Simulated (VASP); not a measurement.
# MgO (Fm-3m) in VASP: single point with PBE

Aim: the single point of MgO with PBE.

All numbers are computed with VASP 6.6.1; they aren't measurements. Logs are shortened: lines on timing, memory, paths and dates and some standing lists are left out, and cuts for length are marked.

## 1. The cell of the first run

The structure is cubic, space group Fm-3m (No. 225). The conventional cell has a = 4.309 Å, b = 4.309 Å, c = 4.309 Å, α = 90.00°, β = 90.00°, γ = 90.00°. Mg (site symmetry m-3m) has 6 O at 2.15 Å within 2.9 Å. Within 2.9 Å of O (site symmetry m-3m) lie 6 Mg at 2.15 Å.

## 2. Single point, PBE

INCAR

```
PREC = Accurate
ENCUT = 840
EDIFF = 1E-6
ISMEAR = -1
SIGMA = 0.01
LREAL = F
LASPH = T
NELM = 120
ALGO = Normal
ISIF = 2
LWAVE = F
LCHARG = F
GGA = PE
NBANDS = 15
GGA_COMPAT = F
```

KPOINTS

```
regular mesh
0
Gamma
  9 9 9
```

POSCAR

```
MgO
1.0
    0.0000000000      2.1544500000      2.1544500000
    2.1544500000      0.0000000000      2.1544500000
    2.1544500000      2.1544500000      0.0000000000
Mg O
1 1
Direct
    0.0000000000      0.0000000000      0.0000000000
    0.5000000000      0.5000000000      0.5000000000
```

Potentials or basis: VASP PAW PBE potentials, release 64 (Mg_sv, O).

The run is started by

```
$ cat potpaw_PBE.64/Mg_sv/POTCAR potpaw_PBE.64/O/POTCAR > POTCAR
$ mpirun -np 1 vasp_std > vasp.out
```

OUTCAR:

```text
PREC = Accurate
   ENCUT = 840
   EDIFF = 1E-6
   ISMEAR = -1
   LREAL = F
   LASPH = T
   NELM = 120
   ISIF = 2
   GGA = PE

 ion  position               nearest neighbor table
   1  0.000  0.000  0.000-
   2  0.500  0.500  0.500-

  LATTYP: Found a face centered cubic cell.
 ALAT       =     4.3089000000

  Lattice vectors:

 A1 = (   0.0000000000,   2.1544500000,   2.1544500000)
 A2 = (   2.1544500000,   0.0000000000,   2.1544500000)
 A3 = (   2.1544500000,   2.1544500000,   0.0000000000)

Analysis of symmetry for initial positions (statically):
=====================================================================
 Subroutine PRICEL returns:
 Original cell was already a primitive cell.

 Routine SETGRP: Setting up the symmetry group for a
 face centered cubic supercell.

 Subroutine GETGRP returns: Found 48 space group operations
 (whereof 48 operations were pure point group operations)
 out of a pool of 48 trial point group operations.

The static configuration has the point symmetry O_h .

Analysis of symmetry for dynamics (positions and initial velocities):
=====================================================================
 Subroutine PRICEL returns:
 Original cell was already a primitive cell.

 Routine SETGRP: Setting up the symmetry group for a
 face centered cubic supercell.

 Subroutine GETGRP returns: Found 48 space group operations
 (whereof 48 operations were pure point group operations)
 out of a pool of 48 trial point group operations.

The dynamic configuration has the point symmetry O_h .

 Subroutine INISYM returns: Found 48 space group operations
 (whereof 48 operations are pure point group operations),
 and found     1 'primitive' translations

----------------------------------------------------------------------------------------

                                     Primitive cell

  volume of cell :      20.0004

  direct lattice vectors                    reciprocal lattice vectors
     0.000000000  2.154450000  2.154450000    -0.232077792  0.232077792  0.232077792
     2.154450000  0.000000000  2.154450000     0.232077792 -0.232077792  0.232077792
     2.154450000  2.154450000  0.000000000     0.232077792  0.232077792 -0.232077792

  length of vectors
     3.046852409  3.046852409  3.046852409     0.401970528  0.401970528  0.401970528

  position of ions in fractional coordinates (direct lattice)
     0.000000000  0.000000000  0.000000000
     0.500000000  0.500000000  0.500000000

  ion indices of the primitive-cell ions
   primitive index   ion index
                 1           1
                 2           2

----------------------------------------------------------------------------------------

 KPOINTS: regular mesh

Automatic generation of k-mesh.
 Grid dimensions read from file:
 generate k-points for:    9    9    9

 Generating k-lattice:

  Cartesian coordinates                     Fractional coordinates (reciprocal lattice)
    -0.025786421  0.025786421  0.025786421     0.111111111  0.000000000  0.000000000
     0.025786421 -0.025786421  0.025786421     0.000000000  0.111111111  0.000000000
     0.025786421  0.025786421 -0.025786421     0.000000000  0.000000000  0.111111111

  Length of vectors
     0.044663392  0.044663392  0.044663392

  Shift w.r.t. Gamma in fractional coordinates (k-lattice)
     0.000000000  0.000000000  0.000000000

 Subroutine IBZKPT returns following result:
 ===========================================

 Found     35 irreducible k-points:

 Following reciprocal coordinates:
            Coordinates               Weight
  0.000000  0.000000  0.000000      1.000000
  0.111111  0.000000  0.000000      8.000000
  0.222222  0.000000  0.000000      8.000000
  0.333333  0.000000  0.000000      8.000000
  0.444444  0.000000  0.000000      8.000000
  0.111111  0.111111  0.000000      6.000000
[... 16 lines left out ...]
 -0.333333  0.333333  0.000000     12.000000
  0.444444  0.444444  0.000000      6.000000
 [... further k-points ...]
   k-points           NKPTS =     35   k-points in BZ     NKDIM =     35   number of bands    NBANDS=     15
   number of dos      NEDOS =    301   number of ions     NIONS =      2
   total plane-waves  NPLWV =  27000
   dimension x,y,z NGX =    30 NGY =   30 NGZ =   30
   dimension x,y,z NGXF=    60 NGYF=   60 NGZF=   60
   ions per type =               1   1
   NGX,Y,Z   is equivalent  to a cutoff of  16.37, 16.37, 16.37 a.u.
   NGXF,Y,Z  is equivalent  to a cutoff of  32.74, 32.74, 32.74 a.u.
 SYSTEM =  unknown system
   PREC   = accura    normal or accurate (medium, high low for compatibility)
   ISTART =      0    job   : 0-new  1-cont  2-samecut
   ICHARG =      2    charge: 1-file 2-atom 10-const
   ISPIN  =      1    spin polarized calculation?
   LNONCOLLINEAR =      F non collinear calculations
   LSORBIT =      F    spin-orbit coupling
   LASPH  =      T    aspherical Exc in radial PAW
   ENCUT  =  840.0 eV  61.74 Ry    7.86 a.u.   7.20  7.20  7.20*2*pi/ulx,y,z
   NELM   =    120;   NELMIN=  2; NELMDL= -5     # of ELM steps
   EDIFF  = 0.1E-05   stopping-criterion for ELM
   LREAL  =      F    real-space projection
[... 7 lines left out ...]
   TEBEG  =    0.0;   TEEND  =   0.0 temperature during run
   PSTRESS=    0.0 pullay stress
   NELECT =      16.0000    total number of electrons
   NUPDOWN=      -1.0000    fix difference up-down
   EMIN   =  10.00;   EMAX   =-10.00  energy-range for DOS
   EFERMI =   0.00;   METHOD = LEGACY
   ISMEAR =    -1;   SIGMA  =   0.01  broadening in eV -4-tet -1-fermi 0-gaus
   EFERMI_NEDOS =   21; number of points for ismear=-14 and -15
   IALGO  =     38    algorithm
   IMIX   =      4    mixing-type and parameters
     AMIX     =   0.40;   BMIX     =  1.00
     AMIX_MAG =   1.60;   BMIX_MAG =  1.00
  volume/ion in A,a.u.               =      10.00        67.48
  Fermi-wavevector in a.u.,A,eV,Ry     =   1.519737  2.871886 31.424019  2.309600
  Thomas-Fermi vector in A             =   2.628682
   LORBIT       =      0    0 simple, 1 ext, 2 COOP (PROOUT), +10 PAW based schemes
   GGA     = PE    functional components
   LHFCALC =     F    Hartree Fock is set to
   AEXX    =    0.0000 exact exchange contribution
   IVDW    =     0    specifies the selected vdW correction
   LEPSILON=     F    determine dielectric tensor
   LRPA    =     F    only Hartree local field effects (RPA)
 non-spin polarized calculation
  energy-cutoff  :      840.00
  volume of cell :       20.00
 maximum number of plane-waves:      1125
 NGX is ok and might be reduce to    30
   NGX = 15   NGY = 15   NGZ = 15

 number of electron      15.9999998 magnetization

 Free energy of the ion-electron system (eV)
  ---------------------------------------------------
  ext. energy  EPLUGINS =         0.00000000
  ---------------------------------------------------
  free energy    TOTEN  =       -11.87424439 eV

  energy without entropy =      -11.87424439  energy(sigma->0) =      -11.87424439

 E-fermi :   2.8177     XC(G=0): -11.0528

 val. band max:        2.4433119806   @ k =   0.0000   0.0000   0.0000
 cond. band min:       6.5493696340   @ k =   0.0000   0.0000   0.0000
 fundamental gap:      4.1060576534
 Fermi energy:         2.8177240417

 k-point     1 :       0.0000    0.0000    0.0000
  band No.  band energies     occupation
      1     -70.0683      2.00000
      2     -36.8007      2.00000
      3     -36.8007      2.00000
      4     -36.8007      2.00000
      5     -14.4730      2.00000
      6       2.4433      2.00000
      7       2.4433      2.00000
      8       2.4433      2.00000
      9       6.5494      0.00000
     10      17.8600      0.00000
     11      17.8600      0.00000
     12      17.8600      0.00000
     13      21.5967      0.00000
     14      23.3017      0.00000
     15      23.3017      0.00000

 k-point     2 :       0.1111    0.0000    0.0000
  band No.  band energies     occupation
      1     -70.0680      2.00000
      2     -36.8086      2.00000
      3     -36.8016      2.00000
      4     -36.8016      2.00000
      5     -14.3554      2.00000
      6       1.6793      2.00000
      7       2.3699      2.00000
      8       2.3699      2.00000
      9       7.3085      0.00000
     10      16.4373      0.00000
     11      18.1195      0.00000
     12      18.1195      0.00000
     13      22.3677      0.00000
     14      22.3677      0.00000
     15      23.3247      0.00000

 k-point     3 :       0.2222    0.0000    0.0000
  band No.  band energies     occupation
      1     -70.0661      2.00000
      2     -36.8279      2.00000
      3     -36.8037      2.00000
      4     -36.8037      2.00000
      5     -14.0414      2.00000
      6       0.2649      2.00000
      7       2.1907      2.00000
      8       2.1907      2.00000
      9       8.6411      0.00000
     10      14.8478      0.00000
     11      18.5232      0.00000
     12      18.5232      0.00000
     13      21.7727      0.00000
     14      21.7727      0.00000
     15      23.5590      0.00000
[... 343 lines left out ...]
 k-point    23 :      -0.3333    0.3333    0.0000
  band No.  band energies     occupation
      1     -70.0613      2.00000
      2     -36.8436      2.00000
      3     -36.8406      2.00000
      4     -36.8146      2.00000
      5     -13.1432      2.00000
      6      -0.5613      2.00000
      7      -0.3871      2.00000
      8       1.5322      2.00000
      9      12.3179      0.00000
     10      14.1056      0.00000
     11      14.1547      0.00000
     12      19.3535      0.00000
     13      20.4347      0.00000
     14      24.9225      0.00000
     15      28.8027      0.00000

 k-point    24 :       0.4444    0.4444    0.0000
  band No.  band energies     occupation
      1     -70.0608      2.00000
      2     -36.8553      2.00000
      3     -36.8223      2.00000
      4     -36.8223      2.00000
      5     -13.1693      2.00000
      6      -1.2817      2.00000
      7       1.2269      2.00000
      8       1.2269      2.00000
      9      11.5747      0.00000
     10      11.6988      0.00000
     11      14.8567      0.00000
     12      20.3470      0.00000
     13      20.3470      0.00000
     14      26.6997      0.00000
     15      28.0748      0.00000

 [... further k-points ...]
[... 5 lines left out ...]
  --------------------------------------------------------------------------------------
  -------------------------------------------------------------------------------------
  Total       -0.6650709     -0.6650709     -0.6650709     -0.0000000      0.0000000      0.0000000
  in kB      -53.2769404    -53.2769404    -53.2769404     -0.0000000      0.0000000      0.0000000
  external PRESSURE =     -53.2769404 kB  Pullay stress =       0.0000000 kB

 VOLUME and BASIS-vectors are now :
 -----------------------------------------------------------------------------
  energy-cutoff  :      840.00
  volume of cell :       20.00
      direct lattice vectors                 reciprocal lattice vectors
     0.000000000  2.154450000  2.154450000    -0.232077792  0.232077792  0.232077792
     2.154450000  0.000000000  2.154450000     0.232077792 -0.232077792  0.232077792
     2.154450000  2.154450000  0.000000000     0.232077792  0.232077792 -0.232077792

 POSITION                                       TOTAL-FORCE (eV/Angst)
 -----------------------------------------------------------------------------------
      0.00000      0.00000      0.00000         0.000000      0.000000      0.000000
      2.15445      2.15445      2.15445        -0.000000     -0.000000     -0.000000
 -----------------------------------------------------------------------------------
    total drift:                                0.000000      0.000000      0.000000

  FREE ENERGIE OF THE ION-ELECTRON SYSTEM (eV)
  ---------------------------------------------------
  free  energy   TOTEN  =       -11.8742443902 eV

  energy  without entropy=      -11.8742443902  energy(sigma->0) =      -11.87424439
```

Run time: 15 s. Hardware: 1 thread of AMD EPYC 7R13 (Zen 3), shared host; peak memory 0.14 GiB.

Results:

| Item | Value |
| --- | --- |
| Free energy | -11.8742 eV |
| Pressure | -5.3 GPa |
| Band gap on the k mesh | 4.11 eV |

Levels at points of the mesh, in eV from the valence-band top:
| k point | band 6 | band 7 | band 8 | band 9 | band 10 | band 11 |
| --- | --- | --- | --- | --- | --- | --- |
| (0.00, 0.00, 0.00) | 0.00 | 0.00 | 0.00 | 4.11 | 15.42 | 15.42 |

Caveat: the cell stands under tension.
